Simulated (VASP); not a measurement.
# Al4O5 (P1) in VASP: further runs, part 2 of 3

VASP 6.6.1.

**3. Single point, PBE**

File INCAR:

```
SYSTEM = Al4O5
PREC = Accurate
ENCUT = 520
EDIFF = 1E-6
ISMEAR = 0
SIGMA = 0.1
LREAL = Auto
LASPH = .TRUE.
NELM = 60
ALGO = Normal
ISIF = 2
LWAVE = .FALSE.
LCHARG = .FALSE.
GGA = PE
ISYM = 0
NBANDS = 210
```

File KPOINTS:

```
Automatic mesh
0
G
  1 1 1
  0 0 0
```

File POSCAR:

```
Al4O5
1.0
    9.2837100000      0.0000000000      0.0000000000
    0.0000000000      9.2837100000      0.0000000000
    0.0000000000      0.0000000000      9.2837100000
Al O
32 40
Direct
    0.0749630266      0.0830581739      0.5433549734
    0.8390953617      0.4101381883      0.2367032146
    0.4003716187      0.1060830207      0.5239728514
    0.2194531066      0.3489882816      0.6543135234
    0.2929851320      0.1886215748      1.0008003266
    0.5173327258      0.0241752489      0.1758998288
    1.0807016807      0.2528052901      0.2858806447
    0.8307936159      0.6896540284      0.6208898167
    0.6937853509      0.2144900045      0.4980891260
    0.2973826197      0.8298034945      0.6579191939
    0.5846750922      0.8079481156     -0.0235437126
    0.7802132983      1.0960902484      0.0169870666
    0.1747931592      0.5907275216      0.4538922478
    0.8895529912      0.4061918134      0.5664087956
    0.2514674629      0.5520561284      0.1719433287
    0.6737482106      0.3883749062      0.7822307030
    0.4477062511      0.0661996120     -0.1642418817
    0.1191168186      0.6383639730      0.8342614106
    0.3874047121      0.3347097227      0.3393593725
    0.9734433755      0.1722101401      0.8101131983
    0.8709878917      0.8719112295      0.7899159926
    0.1643009099      0.9673560462      0.9594347518
    0.6388253188      0.6238452084      0.2610111690
    1.0270618104      0.3769228035     -0.0321064531
    0.8212882565      0.9309876116      0.3099099390
   -0.0399258486      0.6912606059      0.3357130931
    0.4056723013      0.5280204789      0.9239894396
    0.4951488144      0.5715655702      0.5919967341
   -0.1008680797      0.7216850806      0.0330547809
    0.6439734761      0.8815840865      0.5782377950
    0.2311464921     -0.0636309191      0.3073256274
    0.5411812734      0.3686504641      1.0687454692
    0.4597256916      0.2150806089      0.1688368120
   -0.0514483972      0.2976373670      1.1369273706
   -0.0317379582      0.5650807705      0.4908547337
    0.4094098157      0.5307482677      0.2701847645
    0.8334091651      0.2930867078      0.4090492917
    0.2829592911      0.6541341770      0.0118187664
    0.7454966818      0.2560622854      0.6690233754
    0.6346234426     -0.2098824716      0.1825965051
    0.6253485945      0.6221932826      0.4515283222
    0.0004418492      0.0809399475      0.3480905802
    0.5652842452      0.6460544330     -0.0852539556
    0.5776995404      1.0028132072     -0.0126296491
    1.1197682823      0.4562753468      1.2994961066
    0.3166178177      0.4802979628      0.5341905337
    0.6540303392      0.4453602062      0.2034876143
    0.5119717225      1.0454576888      0.6618108493
    0.2171140632     -0.0714301718      0.5077071559
    0.2475002989      0.1594466006      0.6453926286
    0.0324485577      0.3043395367      0.6202969502
    0.6697009062      0.3052251740      0.9446529459
    0.4750109601      0.7603421477      0.6101378651
    0.7756091045      0.8331145630      0.9501859709
    0.8689454970      0.6023623099      0.2023885925
    0.4098191348     -0.0183219855      0.3453502964
    0.1808787651      0.6976388750      0.6587548512
    0.5176014761      0.2610987418      0.4578414233
    0.1577088255      0.7201551966      0.3043961951
    0.0088611126      0.5561629995      0.9592927827
    0.2693249789     -0.0205659160      0.1202742223
    0.0362345442     -0.1734026591     -0.0935090605
    0.7936557691      0.5135745300      0.7061947217
    0.6942236455      0.0192650352      0.4309726392
    0.3018864226     -0.0956054207      0.8203699814
    0.2467636322      0.2305631046      0.3770835151
    0.2187993809      0.4649330925     -0.1841871407
    0.9586770806      0.0113441717      0.6640259121
    1.2151199251      0.3570005957      1.0825422164
    0.7289834560      0.0597841811      0.1850637299
    0.8814954366      0.8193187853      0.4478768725
    0.5064299725      0.4357082459      0.7257738555
```

Potentials or basis: VASP PAW PBE potentials, release 64 (Al, O).

Started as:

```sh
cat potpaw_PBE.64/Al/POTCAR potpaw_PBE.64/O/POTCAR > POTCAR
mpirun -np 1 vasp_gam > vasp.out
```

OUTCAR:

```text
SYSTEM = Al4O5
   PREC = Accurate
   ENCUT = 520
   EDIFF = 1E-6
   ISMEAR = 0
   LREAL = Auto
   LASPH = .TRUE.
   NELM = 60
   ISIF = 2
   GGA = PE
   ISYM = 0

 ion  position               nearest neighbor table
   1  0.075  0.083  0.543-  68 1.69  42 1.94  49 1.98  50 1.99  51 2.21  66 2.61  20 2.78   7 2.86
                            31 2.96   4 2.99   3 3.03  10 3.30
   2  0.839  0.410  0.237-  34 1.73  47 1.78  55 1.83  37 1.93   7 2.72  23 2.73  26 2.99  24 3.06
                            14 3.10  32 3.20   9 3.32
   3  0.400  0.106  0.524-  48 1.74  50 1.88  58 1.91  56 2.02  66 2.29  49 2.37  19 2.73   9 2.91
                            17 2.95  31 3.00  10 3.01   1 3.03   4 3.06  30 3.12
   4  0.219  0.349  0.654-  50 1.78  51 1.81  67 1.85  46 1.88  13 2.94   1 2.99   3 3.06  20 3.16
                            14 3.21  18 3.30  19 3.32  28 3.34
   5  0.293  0.189  0.001-  69 1.88  33 2.21  61 2.25  17 2.39  22 2.41  32 2.92  24 3.04   6 3.05
                             7 3.35
   6  0.517  0.024  0.176-  44 1.85  33 1.85  56 1.90  70 1.99  61 2.40  40 2.43  11 2.80  12 2.93
                            31 3.04   5 3.05  25 3.20  17 3.25  32 3.36
   7  0.081  0.253  0.286-  66 1.77  42 1.85  34 1.89  45 1.93  69 2.46  37 2.59   2 2.72   1 2.86
                            19 2.99  24 3.21  31 3.26   5 3.35
   8  0.831  0.690  0.621-  63 1.85  71 2.06  35 2.10  21 2.34  30 2.52  41 2.55  14 2.73  26 2.91
                            28 3.31  18 3.36
   9  0.694  0.214  0.498-  37 1.70  39 1.70  58 1.73  64 1.92  14 2.62   3 2.91  16 3.10  30 3.21
                             2 3.32
  10  0.297  0.830  0.658-  57 1.64  65 1.66  53 1.83  49 1.83  18 2.93   3 3.01  17 3.08  28 3.08
                            13 3.13   1 3.30  22 3.32  30 3.34
  11  0.585  0.808  0.976-  43 1.62  54 1.80  44 1.81  40 1.98   6 2.80  17 3.01  29 3.07  27 3.12
                            23 3.19  21 3.23  12 3.25
  12  0.780  0.096  0.017-  70 1.67  44 2.09  52 2.30  54 2.52  20 2.72   6 2.93  21 3.08  25 3.14
                            11 3.25
  13  0.175  0.591  0.454-  46 1.83  59 1.84  35 1.96  45 1.97  57 2.15  26 2.46  15 2.74   4 2.94
                            10 3.13  28 3.24  19 3.27  14 3.32
  14  0.890  0.406  0.566-  51 1.70  35 1.79  63 1.86  37 1.87  39 2.15   9 2.62   8 2.73  16 2.84
                             2 3.10   4 3.21  20 3.23  13 3.32
  15  0.251  0.552  0.172-  36 1.74  38 1.79  45 1.92  69 2.02  59 2.17  27 2.72  13 2.74  19 2.84
                            24 3.25  32 3.32  26 3.36
  16  0.674  0.388  0.782-  52 1.69  72 1.70  39 1.75  63 1.76  14 2.84  32 2.94  28 2.96   9 3.10
                            27 3.10
  17  0.448  0.066  0.836-  48 1.73  44 1.95  65 2.03   5 2.39   3 2.95  11 3.01  22 3.01  10 3.08
                             6 3.25
  18  0.119  0.638  0.834-  60 1.73  57 1.81  67 1.86  62 2.02  38 2.25  24 2.86  29 2.86  10 2.93
                            27 2.97  21 3.19  22 3.29   4 3.30   8 3.36
  19  0.387  0.335  0.339-  66 1.66  58 1.77  36 1.94  33 2.05  46 2.35   3 2.73  15 2.84  32 2.91
                             7 2.99  13 3.27   4 3.32
  20  0.973  0.172  0.810-  68 2.02  51 2.22  24 2.45  39 2.61  12 2.72   1 2.78  22 2.95  21 2.95
                             4 3.16  14 3.23
  21  0.871  0.872  0.790-  54 1.77  62 1.92  68 1.92   8 2.34  29 2.67  30 2.88  20 2.95  12 3.08
                            18 3.19  11 3.23  22 3.27
  22  0.164  0.967  0.959-  61 1.79  62 1.83  65 1.91   5 2.41  20 2.95  17 3.01  21 3.27  18 3.29
                            31 3.30  10 3.32
  23  0.639  0.624  0.261-  40 1.71  47 1.75  41 1.77  55 2.21  36 2.30   2 2.73  32 3.10  26 3.13
                            11 3.19  29 3.34  25 3.35
  24  0.027  0.377  0.968-  60 1.67  34 1.88  69 2.05  67 2.41  20 2.45  18 2.86   5 3.04   2 3.06
                             7 3.21  15 3.25
  25  0.821  0.931  0.310-  71 1.74  64 1.82  70 1.87  42 2.20  40 2.47  26 2.58  30 3.02  12 3.14
                             6 3.20  29 3.30  23 3.35
[... 20 lines left out ...]
   PSTRESS=    0.0 pullay stress
   NELECT =     336.0000    total number of electrons
   NUPDOWN=      -1.0000    fix difference up-down
   EMIN   =  10.00;   EMAX   =-10.00  energy-range for DOS
   EFERMI =   0.00;   METHOD = LEGACY
   ISMEAR =     0;   SIGMA  =   0.10  broadening in eV -4-tet -1-fermi 0-gaus
   EFERMI_NEDOS =   21; number of points for ismear=-14 and -15
   IALGO  =     38    algorithm
   IMIX   =      4    mixing-type and parameters
     AMIX     =   0.40;   BMIX     =  1.00
     AMIX_MAG =   1.60;   BMIX_MAG =  1.00
  volume/ion in A,a.u.               =      11.11        74.99
  Fermi-wavevector in a.u.,A,eV,Ry     =   1.225932  2.316675 20.448320  1.502909
  Thomas-Fermi vector in A             =   2.360952
   LORBIT       =      0    0 simple, 1 ext, 2 COOP (PROOUT), +10 PAW based schemes
   GGA     = PE    functional components
   LHFCALC =     F    Hartree Fock is set to
   AEXX    =    0.0000 exact exchange contribution
   IVDW    =     0    specifies the selected vdW correction
   LEPSILON=     F    determine dielectric tensor
   LRPA    =     F    only Hartree local field effects (RPA)
 non-spin polarized calculation
 Gauss-broadening in eV      SIGMA  =   0.10
  energy-cutoff  :      520.00
  volume of cell :      800.14
 maximum number of plane-waves:     10780
 NGX is ok and might be reduce to    70
   NGX = 35   NGY = 35   NGZ = 35

 number of electron     336.0000029 magnetization

 Free energy of the ion-electron system (eV)
  ---------------------------------------------------
  ext. energy  EPLUGINS =         0.00000000
  ---------------------------------------------------
  free energy    TOTEN  =      -483.02957192 eV

  energy without entropy =     -483.02956610  energy(sigma->0) =     -483.02956901

 E-fermi :   8.0178     XC(G=0): -10.3771

 val. band max:        7.7036175734   @ k =   0.0000   0.0000   0.0000
 cond. band min:       8.3320374868   @ k =   0.0000   0.0000   0.0000
 fundamental gap:      0.6284199134
 Fermi energy:         8.0178275663

 k-point     1 :       0.0000    0.0000    0.0000
  band No.  band energies     occupation
      1     -15.1067      2.00000
      2     -14.6732      2.00000
      3     -14.6247      2.00000
      4     -14.3841      2.00000
      5     -14.2195      2.00000
      6     -14.0382      2.00000
[... 172 lines left out ...]
    179      10.2510      0.00000
    180      10.3996      0.00000
 [bands above 180 left out]

------------------------ aborting loop because EDIFF is reached ----------------------------------------

  FORCE on cell =-STRESS in cart. coord.  units (eV):
  Direction    XX          YY          ZZ          XY          YZ          ZX
  --------------------------------------------------------------------------------------
  -------------------------------------------------------------------------------------
  Total       29.6311748     20.2467113     28.6233848    -17.2619770     -0.0406260     -2.7812524
  in kB       59.3327879     40.5415524     57.3148123    -34.5649887     -0.0813486     -5.5691162
  external PRESSURE =      52.3963842 kB  Pullay stress =       0.0000000 kB

 VOLUME and BASIS-vectors are now :
 -----------------------------------------------------------------------------
  energy-cutoff  :      520.00
  volume of cell :      800.14
      direct lattice vectors                 reciprocal lattice vectors
     9.283710000  0.000000000  0.000000000     0.107715558  0.000000000  0.000000000
     0.000000000  9.283710000  0.000000000     0.000000000  0.107715558  0.000000000
     0.000000000  0.000000000  9.283710000     0.000000000  0.000000000  0.107715558

 POSITION                                       TOTAL-FORCE (eV/Angst)
 -----------------------------------------------------------------------------------
      0.69593      0.77109      5.04435         1.698864     -0.542761     -1.236143
      7.78992      3.80760      2.19748        -0.871692     -0.998499      0.499950
      3.71693      0.98484      4.86441        -1.281536     -0.272875     -2.212658
      2.03734      3.23991      6.07446         0.627904      1.051821      1.499856
      2.71999      1.75111      0.00743        -0.434092      3.279377      1.710132
      4.80277      0.22444      1.63300         0.652837      0.627006      2.486572
[... 64 lines left out ...]
      8.18355      7.60632      4.15796        -0.129817     -1.608061      0.656409
      4.70155      4.04499      6.73787        -1.442761      1.343093     -0.361241
 -----------------------------------------------------------------------------------
    total drift:                               -0.013383      0.006457      0.010644

  FREE ENERGIE OF THE ION-ELECTRON SYSTEM (eV)
  ---------------------------------------------------
  free  energy   TOTEN  =      -483.0295719216 eV

  energy  without entropy=     -483.0295661038  energy(sigma->0) =     -483.02956901
```

It took 4.6 min on 1 thread of Intel Xeon Platinum 8259CL at 2.50GHz (Skylake/Cascade Lake), shared host; peak memory 0.67 GiB.

What came out:

```yaml
Free_energy: -483.0296 eV
Pressure: 5.2 GPa
Largest_force: 4.384 eV/Å
Band_gap_on_the_k_mesh: 0.63 eV
```

Forces on the atoms (eV/Å):
```
Al   1.699 -0.543 -1.236
Al  -0.872 -0.998  0.500
Al  -1.282 -0.273 -2.213
Al   0.628  1.052  1.500
Al  -0.434  3.279  1.710
Al   0.653  0.627  2.487
Al  -0.040  0.974 -1.526
Al   1.208 -0.481 -0.097
Al  -1.299 -3.970 -0.759
Al   1.827  1.239 -2.422
Al   2.219  1.170  2.150
Al   0.557  0.994 -3.135
Al   0.393 -1.062  1.515
Al  -1.607 -0.489  1.062
Al  -1.318 -0.539 -1.032
Al   0.768 -0.198 -0.051
Al  -0.661 -0.721  0.343
Al   1.258  1.357 -0.389
Al   2.505  2.572 -1.658
Al  -0.913 -0.963  0.101
Al   1.579  0.997 -1.396
Al  -0.753 -1.564 -1.517
Al  -2.211 -0.282  1.318
Al   1.997 -2.632  0.817
Al  -0.228  3.044 -1.455
Al   1.062  1.681 -0.565
Al  -0.305  0.298 -1.448
Al  -0.091 -0.178 -1.238
Al   2.393 -0.157  1.155
Al  -1.630  1.541  0.206
Al  -0.705 -1.302  0.392
Al  -0.095 -0.981  0.225
O   -0.393  0.626 -0.169
O   -0.239 -0.229  0.073
O    0.061  0.786 -0.068
O    0.131 -1.379  0.688
O    1.230  3.864 -1.668
O   -0.777 -0.126 -0.331
O    1.179 -0.220 -0.385
O   -1.458  0.993 -0.837
O    1.398 -0.921  0.443
O    2.181 -0.169  0.990
O   -1.489 -2.406 -1.310
O   -2.335 -0.283 -1.763
O   -0.152  0.933  1.198
O   -0.627 -0.420 -0.609
O    1.182 -0.970 -0.003
O    1.024 -0.950 -0.724
O   -0.719  1.520 -0.080
O    0.967  0.490 -0.559
O    1.351 -1.062 -0.323
O    0.988 -1.718  1.750
O   -1.441  0.811  0.486
O   -0.826 -0.394 -0.146
O   -1.565 -1.337 -0.328
O    2.238  0.920  0.127
O   -1.832 -2.910 -0.887
O   -1.267 -0.223  0.276
O    0.576  0.526  0.686
O   -2.966  2.657  1.634
O   -0.060  0.038  0.303
O    0.815 -0.777  0.687
O    0.578  0.563 -1.549
O   -0.680 -0.045  2.843
O    1.000  2.112  2.790
O   -1.573 -2.324  0.777
O    0.496 -0.837 -1.071
O   -0.448  1.113  2.595
O   -0.666 -1.433 -0.694
O   -0.613 -0.045  1.517
O   -0.130 -1.608  0.656
O   -1.443  1.343 -0.361
```

Caveat: the k points lie up to 0.68 Å⁻¹ apart; forces of over 1 eV/Å act on the atoms, so gaps and moduli don't describe the material at rest.

(Continued in part 3 of 3.)
